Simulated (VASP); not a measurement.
# LiCl (Fm-3m) in VASP: a series of runs

Aim: see how the results for LiCl move with the level of theory and the settings. Levels: r2SCAN, PBE, PBEsol. Tasks: single point, relaxation of cell and atoms.

Everything below comes from runs of VASP 6.6.1. Logs are shortened: lines on timing, memory, paths and dates and some standing lists are left out, and cuts for length are marked.

**1. The cell of the first run**

The structure is cubic, space group Fm-3m (No. 225). Conventional cell: a = 5.112 Å, b = 5.112 Å, c = 5.112 Å, α = 90.00°, β = 90.00°, γ = 90.00°. Within 3.4 Å of Li (site symmetry m-3m) lie 6 Cl at 2.56 Å. Within 3.4 Å of Cl (site symmetry m-3m) lie 6 Li at 2.56 Å.

**2. Single point, r2SCAN**

Contents of POSCAR:

```
LiCl
1.0
    0.0000000000      2.5560362741      2.5560362741
    2.5560362741      0.0000000000      2.5560362741
    2.5560362741      2.5560362741      0.0000000000
Li Cl
1 1
Direct
    0.0000000000      0.0000000000      0.0000000000
    0.5000000000      0.5000000000      0.5000000000
```

Contents of INCAR.step1:

```
ALGO = Normal
EDIFF = 1E-4
ENCUT = 520
GGA = PE
ISMEAR = -1
LASPH = T
LCHARG = F
LREAL = F
LWAVE = T
NBANDS = 12
NELM = 60
PREC = Accurate
SIGMA = 0.02
```

Contents of INCAR.step2:

```
ALGO = Normal
EDIFF = 1E-6
ENCUT = 520
ISIF = 2
ISMEAR = -1
ISTART = 1
LASPH = T
LCHARG = T
LELF = T
LMIXTAU = T
LREAL = F
LVHAR = T
LWAVE = F
METAGGA = R2SCAN
NBANDS = 12
NELM = 60
PREC = Accurate
SIGMA = 0.02
```

Contents of KPOINTS:

```
k-points
0
Gamma
  8 8 8
```

Potentials or basis: VASP PAW PBE potentials, release 64 (Li_sv, Cl).

Launch:

```bash
> cat potpaw_PBE.64/Li_sv/POTCAR potpaw_PBE.64/Cl/POTCAR > POTCAR
> cp INCAR.step1 INCAR
> mpirun -np 1 vasp_std > vasp.out
> cp INCAR.step2 INCAR
> mpirun -np 1 vasp_std > vasp.out
```

OUTCAR:

```text
EDIFF = 1E-6
   ENCUT = 520
   ISIF = 2
   ISMEAR = -1
   ISTART = 1
   LASPH = T
   LREAL = F
   METAGGA = R2SCAN
   NELM = 60
   PREC = Accurate

 ion  position               nearest neighbor table
   1  0.000  0.000  0.000-   2 2.56   2 2.56   2 2.56   2 2.56   2 2.56   2 2.56
   2  0.500  0.500  0.500-   1 2.56   1 2.56   1 2.56   1 2.56   1 2.56   1 2.56

  LATTYP: Found a face centered cubic cell.
 ALAT       =     5.1120725482

  Lattice vectors:

 A1 = (   0.0000000000,   2.5560362741,   2.5560362741)
 A2 = (   2.5560362741,   0.0000000000,   2.5560362741)
 A3 = (   2.5560362741,   2.5560362741,   0.0000000000)

Analysis of symmetry for initial positions (statically):
=====================================================================
 Subroutine PRICEL returns:
 Original cell was already a primitive cell.

 Routine SETGRP: Setting up the symmetry group for a
 face centered cubic supercell.

 Subroutine GETGRP returns: Found 48 space group operations
 (whereof 48 operations were pure point group operations)
 out of a pool of 48 trial point group operations.

The static configuration has the point symmetry O_h .

Analysis of symmetry for dynamics (positions and initial velocities):
=====================================================================
 Subroutine PRICEL returns:
 Original cell was already a primitive cell.

 Routine SETGRP: Setting up the symmetry group for a
 face centered cubic supercell.

 Subroutine GETGRP returns: Found 48 space group operations
 (whereof 48 operations were pure point group operations)
 out of a pool of 48 trial point group operations.

The dynamic configuration has the point symmetry O_h .

 Subroutine INISYM returns: Found 48 space group operations
 (whereof 48 operations are pure point group operations),
 and found     1 'primitive' translations

----------------------------------------------------------------------------------------

                                     Primitive cell

  volume of cell :      33.3988

  direct lattice vectors                    reciprocal lattice vectors
     0.000000000  2.556036274  2.556036274    -0.195615377  0.195615377  0.195615377
     2.556036274  0.000000000  2.556036274     0.195615377 -0.195615377  0.195615377
     2.556036274  2.556036274  0.000000000     0.195615377  0.195615377 -0.195615377

  length of vectors
     3.614781165  3.614781165  3.614781165     0.338815772  0.338815772  0.338815772

  position of ions in fractional coordinates (direct lattice)
     0.000000000  0.000000000  0.000000000
     0.500000000  0.500000000  0.500000000
[... 87 lines left out ...]
   PSTRESS=    0.0 pullay stress
   NELECT =      10.0000    total number of electrons
   NUPDOWN=      -1.0000    fix difference up-down
   EMIN   =  10.00;   EMAX   =-10.00  energy-range for DOS
   EFERMI =   0.00;   METHOD = LEGACY
   ISMEAR =    -1;   SIGMA  =   0.02  broadening in eV -4-tet -1-fermi 0-gaus
   EFERMI_NEDOS =   21; number of points for ismear=-14 and -15
   IALGO  =     38    algorithm
   IMIX   =      4    mixing-type and parameters
     AMIX     =   0.40;   BMIX     =  1.00
     AMIX_MAG =   1.60;   BMIX_MAG =  1.00
  volume/ion in A,a.u.               =      16.70       112.69
  Fermi-wavevector in a.u.,A,eV,Ry     =   1.095211  2.069649 16.320015  1.199487
  Thomas-Fermi vector in A             =   2.231530
   LORBIT       =      0    0 simple, 1 ext, 2 COOP (PROOUT), +10 PAW based schemes
   METAGGA = R2SCAN    functional components
   LHFCALC =     F    Hartree Fock is set to
   AEXX    =    0.0000 exact exchange contribution
   IVDW    =     0    specifies the selected vdW correction
   LEPSILON=     F    determine dielectric tensor
   LRPA    =     F    only Hartree local field effects (RPA)
 non-spin polarized calculation
  energy-cutoff  :      520.00
  volume of cell :       33.40
 maximum number of plane-waves:       934
   NGX = 13   NGY = 13   NGZ = 13

 number of electron      10.0000003 magnetization

 Free energy of the ion-electron system (eV)
  ---------------------------------------------------
  ext. energy  EPLUGINS =         0.00000000
  ---------------------------------------------------
  free energy    TOTEN  =       -12.58810265 eV

  energy without entropy =      -12.58810265  energy(sigma->0) =      -12.58810265

 E-fermi :   0.8119     XC(G=0):  -9.2109

 val. band max:        0.2663076543   @ k =   0.0000   0.0000   0.0000
 cond. band min:       7.6266333127   @ k =   0.0000   0.0000   0.0000
 fundamental gap:      7.3603256583
 Fermi energy:         0.8119123516

 k-point     1 :       0.0000    0.0000    0.0000
  band No.  band energies     occupation
      1     -44.5317      2.00000
      2     -13.7544      2.00000
      3       0.2663      2.00000
      4       0.2663      2.00000
      5       0.2663      2.00000
      6       7.6266      0.00000
      7      12.9370      0.00000
      8      12.9370      0.00000
      9      12.9370      0.00000
     10      15.6736      0.00000
     11      15.6736      0.00000
     12      16.1904      0.00000
[... 331 lines left out ...]
 k-point    24 :      -0.3750    0.2500    0.1250
  band No.  band energies     occupation
      1     -44.5285      2.00000
      2     -13.0368      2.00000
      3      -2.3435      2.00000
      4      -1.0767      2.00000
      5      -0.3390      2.00000
      6       9.3093      0.00000
      7      10.4482      0.00000
      8      11.7225      0.00000
      9      13.0887      0.00000
     10      16.8156      0.00000
     11      17.6710      0.00000
     12      19.5275      0.00000

 [... further k-points ...]

------------------------ aborting loop because EDIFF is reached ----------------------------------------

  FORCE on cell =-STRESS in cart. coord.  units (eV):
  Direction    XX          YY          ZZ          XY          YZ          ZX
  --------------------------------------------------------------------------------------
  -------------------------------------------------------------------------------------
  Total       -0.0987421     -0.0987421     -0.0987421     -0.0000000      0.0000000     -0.0000000
  in kB       -4.7367664     -4.7367664     -4.7367664     -0.0000000      0.0000000     -0.0000000
  external PRESSURE =      -4.7367664 kB  Pullay stress =       0.0000000 kB

 VOLUME and BASIS-vectors are now :
 -----------------------------------------------------------------------------
  energy-cutoff  :      520.00
  volume of cell :       33.40
      direct lattice vectors                 reciprocal lattice vectors
     0.000000000  2.556036274  2.556036274    -0.195615377  0.195615377  0.195615377
     2.556036274  0.000000000  2.556036274     0.195615377 -0.195615377  0.195615377
     2.556036274  2.556036274  0.000000000     0.195615377  0.195615377 -0.195615377

 POSITION                                       TOTAL-FORCE (eV/Angst)
 -----------------------------------------------------------------------------------
      0.00000      0.00000      0.00000         0.000000     -0.000000      0.000000
      2.55604      2.55604      2.55604        -0.000000      0.000000     -0.000000
 -----------------------------------------------------------------------------------
    total drift:                                0.000000      0.000000      0.000000

  FREE ENERGIE OF THE ION-ELECTRON SYSTEM (eV)
  ---------------------------------------------------
  free  energy   TOTEN  =       -12.5881026457 eV

  energy  without entropy=      -12.5881026457  energy(sigma->0) =      -12.58810265
```

OSZICAR.step1:

```text
N       E                     dE             d eps       ncg     rms          rms(c)
DAV:   1     0.408607518225E+02    0.40861E+02   -0.39880E+03   696   0.760E+02
DAV:   2    -0.492296813921E+01   -0.45784E+02   -0.43508E+02   868   0.145E+02
DAV:   3    -0.738877562426E+01   -0.24658E+01   -0.24576E+01   916   0.339E+01
DAV:   4    -0.744790029223E+01   -0.59125E-01   -0.59103E-01   980   0.541E+00
DAV:   5    -0.744838468654E+01   -0.48439E-03   -0.48439E-03   908   0.499E-01    0.240E+00
DAV:   6    -0.737878284346E+01    0.69602E-01   -0.14781E-01   864   0.181E+00    0.171E+00
DAV:   7    -0.738049355109E+01   -0.17107E-02   -0.48800E-02  1068   0.116E+00    0.927E-01
DAV:   8    -0.738455663651E+01   -0.40631E-02   -0.61806E-03   820   0.542E-01    0.153E-01
DAV:   9    -0.738451739137E+01    0.39245E-04   -0.19265E-04   856   0.965E-02
   1 F= -.73845174E+01 E0= -.73845174E+01  d E =-.175758E-10
```

Run time: 75 s. Hardware: 1 thread of Intel Xeon 8259CL, shared host; peak memory 0.16 GiB.

Results:

```yaml
Free_energy: -12.5881 eV
Band_gap_on_the_k_mesh: 7.36 eV
```

Levels at points of the mesh, in eV from the valence-band top:
| k point | band 3 | band 4 | band 5 | band 6 | band 7 | band 8 |
| --- | --- | --- | --- | --- | --- | --- |
| (0.00, 0.00, 0.00) | 0.00 | 0.00 | 0.00 | 7.36 | 12.67 | 12.67 |
| (0.50, 0.00, 0.00) | -2.88 | -0.28 | -0.28 | 7.55 | 10.32 | 10.32 |
| (0.50, 0.50, 0.00) | -2.98 | -1.14 | -1.14 | 8.79 | 8.91 | 13.67 |

Caveat: the cutoff is under 1.25 times the usual one of these potentials, so pressure, stress and relaxed cells hold a basis-set (Pulay) error; the PAW data sets were made with another functional, which shifts forces and pressure a little. A k mesh can miss the band edges.

**3. Single point, r2SCAN**

POSCAR is that of step 2.

Contents of INCAR.step1:

```
SYSTEM = LiCl
PREC = Accurate
ENCUT = 520
ISMEAR = 0
SIGMA = 0.01
LREAL = .FALSE.
LASPH = .TRUE.
NELM = 60
NBANDS = 12
GGA = PE
ALGO = Normal
EDIFF = 1E-4
LWAVE = .TRUE.
LCHARG = .FALSE.
```

Contents of INCAR.step2:

```
SYSTEM = LiCl
PREC = Accurate
ENCUT = 520
EDIFF = 1E-7
ISMEAR = 0
SIGMA = 0.01
LREAL = .FALSE.
LASPH = .TRUE.
NELM = 60
ALGO = Normal
ISIF = 2
LWAVE = .FALSE.
LCHARG = .TRUE.
METAGGA = R2SCAN
LMIXTAU = .TRUE.
LELF = .TRUE.
LVHAR = .TRUE.
NBANDS = 12
ISTART = 1
```

Contents of KPOINTS:

```
regular mesh
0
G
  8 8 8
  0 0 0
```

Potentials or basis: VASP PAW PBE potentials, release 64 (Li_sv, Cl).

Launch:

```bash
> cat potpaw_PBE.64/Li_sv/POTCAR potpaw_PBE.64/Cl/POTCAR > POTCAR
> cp INCAR.step1 INCAR
> mpirun -np 1 vasp_std > vasp.out
> cp INCAR.step2 INCAR
> mpirun -np 1 vasp_std > vasp.out
```

It took 81 s on 1 thread of Intel Xeon 8259CL, shared host; peak memory 0.16 GiB.

It converged, with:

```yaml
Free_energy: -12.5881 eV
Band_gap_on_the_k_mesh: 7.36 eV
```

Levels at points of the mesh, in eV from the valence-band top:
```csv
k point,band 2,band 3,band 4,band 5,band 6,band 7,band 8,band 9
"(0.00, 0.00, 0.00)",-14.02,0.00,0.00,0.00,7.36,12.67,12.67,12.67
"(0.50, 0.00, 0.00)",-13.42,-2.88,-0.28,-0.28,7.55,10.32,10.32,14.32
"(0.50, 0.50, 0.00)",-13.17,-2.98,-1.14,-1.14,8.79,8.91,13.67,15.50
```

Caveat: the cutoff is under 1.25 times the usual one of these potentials, so pressure, stress and relaxed cells hold a basis-set (Pulay) error; the PAW data sets were made with another functional, which shifts forces and pressure a little. A k mesh can miss the band edges.

**4. Relaxation of cell and atoms, PBE**

This run uses another cell than the first one, of 11.41 Å³/atom.

Contents of INCAR:

```
SYSTEM = LiCl
PREC = Accurate
ENCUT = 600
EDIFF = 1E-7
ISMEAR = -1
SIGMA = 0.02
LREAL = .False.
LASPH = .True.
NELM = 60
ALGO = Normal
ISIF = 3
LWAVE = .False.
LCHARG = .False.
GGA = PE
IBRION = 2
NSW = 80
EDIFFG = -0.005
```

Contents of KPOINTS:

```
regular mesh
0
Gamma
  8 8 8
  0 0 0
```

Contents of POSCAR:

```
LiCl
1.0
    0.0000000000      2.2510660000      2.2510660000
    2.2510660000      0.0000000000      2.2510660000
    2.2510660000      2.2510660000      0.0000000000
Li Cl
1 1
Direct
    0.0000000000      0.0000000000      0.0000000000
    0.5000000000      0.5000000000      0.5000000000
```

Launch:

```bash
> cat potpaw_PBE.64/Li_sv/POTCAR potpaw_PBE.64/Cl/POTCAR > POTCAR
> mpirun -np 1 vasp_std > vasp.out
```

It took 2.3 min on 1 thread of Intel Xeon 8259CL, shared host; peak memory 0.15 GiB.

The run converged. Its results:

```yaml
Free_energy: -7.3748 eV
Relaxed_volume: 16.91 Å³/atom
Relaxed_cell: a = 3.630 Å, b = 3.630 Å, c = 3.630 Å, α = 60.00°, β = 60.00°, γ = 60.00°
Space_group_after_relaxing_to_0.1_Å: Fm-3m (No. 225)
Energy_gained_by_relaxing: 371.2 meV/atom
Ionic_steps: 22
Pressure_after_relaxing: 0.0 GPa
Band_gap_on_the_k_mesh: 6.35 eV
```

The path:
```tsv
step	energy change (eV)	largest force (eV/Å)	pressure (GPa)	volume (Å³)
1	0.0000	0.0000	30.34	22.81
2	-0.7065	0.0000	4.02	30.71
3	-0.7378	0.0000	1.31	32.64
4	-0.7187	0.0000	-2.43	36.74
5	-0.7424	0.0000	-0.12	33.93
6	-0.7424	0.0000	0.14	33.68
7	-0.7424	0.0000	0.14	33.68
8	-0.7424	0.0000	0.15	33.68
9	-0.7424	0.0000	0.14	33.68
10	-0.7424	0.0000	0.14	33.68
11	-0.7424	0.0000	0.14	33.68
12	-0.7424	0.0000	0.14	33.68
13	-0.7424	0.0000	0.14	33.68
14	-0.7424	0.0000	0.14	33.68
15	-0.7424	0.0000	0.14	33.68
16	-0.7424	0.0000	0.14	33.68
17	-0.7424	0.0000	0.14	33.69
18	-0.7424	0.0000	0.13	33.69
19	-0.7424	0.0000	0.12	33.70
20	-0.7424	0.0000	0.10	33.72
21	-0.7424	0.0000	0.07	33.75
22	-0.7424	0.0000	0.00	33.82
```

Final structure:
```cif
data_structure
_symmetry_space_group_name_H-M 'P 1'
_symmetry_Int_Tables_number 1
_cell_length_a 3.6298
_cell_length_b 3.6298
_cell_length_c 3.6298
_cell_angle_alpha 60.000
_cell_angle_beta 60.000
_cell_angle_gamma 60.000
_cell_volume 33.82
loop_
_atom_site_label
_atom_site_type_symbol
_atom_site_fract_x
_atom_site_fract_y
_atom_site_fract_z
_atom_site_occupancy
Li1 Li 0.00000 0.00000 0.00000 1
Cl1 Cl 0.50000 0.50000 0.50000 1
```

Levels at points of the mesh, in eV from the valence-band top:
```
           k point  band 1  band 2  band 3  band 4  band 5  band 6  band 7  band 8  band 9
(0.00, 0.00, 0.00)  -43.54  -13.39    0.00    0.00    0.00    6.35   11.93   11.93   11.93
(0.50, 0.00, 0.00)  -43.53  -12.82   -2.80   -0.26   -0.26    6.75    9.50    9.50   12.97
(0.50, 0.50, 0.00)  -43.53  -12.58   -2.88   -1.10   -1.10    7.92    8.29   12.42   14.10
```

Caveat: the cutoff is under 1.25 times the usual one of these potentials, so pressure, stress and relaxed cells hold a basis-set (Pulay) error; the volume moved by over 15 % at a fixed basis, so the end points are rough.

**5. Relaxation of cell and atoms, PBEsol**

This run uses another cell than the first one, of 17.07 Å³/atom.

Contents of INCAR:

```
SYSTEM = LiCl
PREC = Accurate
ENCUT = 600
EDIFF = 1E-6
ISMEAR = -1
SIGMA = 0.02
LREAL = .False.
LASPH = .True.
NELM = 80
ALGO = Normal
ISIF = 3
LWAVE = .False.
LCHARG = .False.
GGA = PS
IBRION = 2
NSW = 80
EDIFFG = -0.005
```

Contents of KPOINTS:

```
Automatic mesh
0
Gamma
  8 8 8
  0 0 0
```

Contents of POSCAR:

```
LiCl
1.0
    0.0000000000      2.5745971564      2.5745971564
    2.5745971564      0.0000000000      2.5745971564
    2.5745971564      2.5745971564      0.0000000000
Li Cl
1 1
Direct
    0.0000000000      0.0000000000      0.0000000000
    0.5000000000      0.5000000000      0.5000000000
```

Launch:

```bash
> cat potpaw_PBE.64/Li_sv/POTCAR potpaw_PBE.64/Cl/POTCAR > POTCAR
> mpirun -np 1 vasp_std > vasp.out
```

Run time: 56 s. Hardware: 1 thread of Intel Xeon 8259CL, shared host; peak memory 0.17 GiB.

Results (log left out):

- Free energy: -7.6405 eV
- Relaxed volume: 16.21 Å³/atom
- Relaxed cell: a = 3.579 Å, b = 3.579 Å, c = 3.579 Å, α = 60.00°, β = 60.00°, γ = 60.00°
- Space group after relaxing (to 0.1 Å): Fm-3m (No. 225)
- Energy gained by relaxing: 4.6 meV/atom
- Ionic steps: 4
- Pressure after relaxing: 0.0 GPa
- Band gap on the k mesh: 6.37 eV

Step by step:
```
step  energy change (eV)  largest force (eV/Å)  pressure (GPa)  volume (Å³)
   1              0.0000                0.0000           -1.63        34.13
   2             -0.0067                0.0000           -0.89        33.28
   3             -0.0092                0.0000           -0.09        32.50
   4             -0.0092                0.0000           -0.04        32.41
```

Final structure:
```yaml
crystal:
  lattice:
    - [0.00000, 2.53062, 2.53062]
    - [2.53062, 0.00000, 2.53062]
    - [2.53062, 2.53062, 0.00000]
  atoms:
    - { symbol: Li, position: [0.00000, 0.00000, 0.00000] }
    - { symbol: Cl, position: [0.50000, 0.50000, 0.50000] }
```

Levels at points of the mesh, in eV from the valence-band top:
| k point | band 3 | band 4 | band 5 | band 6 | band 7 | band 8 |
| --- | --- | --- | --- | --- | --- | --- |
| (0.00, 0.00, 0.00) | 0.00 | 0.00 | 0.00 | 6.37 | 11.84 | 11.84 |
| (0.50, 0.00, 0.00) | -3.04 | -0.28 | -0.28 | 6.60 | 9.41 | 9.41 |
| (0.50, 0.50, 0.00) | -3.15 | -1.20 | -1.20 | 7.85 | 8.03 | 12.62 |

Caveat: the cutoff is under 1.25 times the usual one of these potentials, so pressure, stress and relaxed cells hold a basis-set (Pulay) error; the PAW data sets were made with another functional, which shifts forces and pressure a little.

**6. The runs side by side**

| task | level | cell | cutoff (eV) | smearing | gap on the mesh (eV) | pressure (GPa) | relaxed volume (Å³/atom) |
| --- | --- | --- | --- | --- | --- | --- | --- |
| single point | r2SCAN | a = 3.615 Å, angles 60.0°, 2 atoms | 520 | fermi-dirac 0.02 eV | 7.36 | - | - |
| single point | r2SCAN | a = 3.615 Å, angles 60.0°, 2 atoms | 520 | gaussian 0.01 eV | 7.36 | - | - |
| relaxation of cell and atoms | PBE | relaxed from a = 3.183 Å, angles 60.0°, 2 atoms | 600 | fermi-dirac 0.02 eV | 6.35 | 0.0 | 16.91 |
| relaxation of cell and atoms | PBEsol | relaxed from a = 3.641 Å, angles 60.0°, 2 atoms | 600 | fermi-dirac 0.02 eV | 6.37 | 0.0 | 16.21 |

Alike in all rows: potentials or basis VASP PAW PBE potentials, release 64 (Li_sv, Cl); no spin polarisation; k mesh 8 × 8 × 8.

Caveats: the cutoff is under 1.25 times the usual one of these potentials, so pressure, stress and relaxed cells hold a basis-set (Pulay) error; the PAW data sets were made with another functional, which shifts forces and pressure a little (at least some runs); the volume moved by over 15 % at a fixed basis, so the end points are rough (at least some runs).

Absolute energies hang on the potentials; compare differences alone.
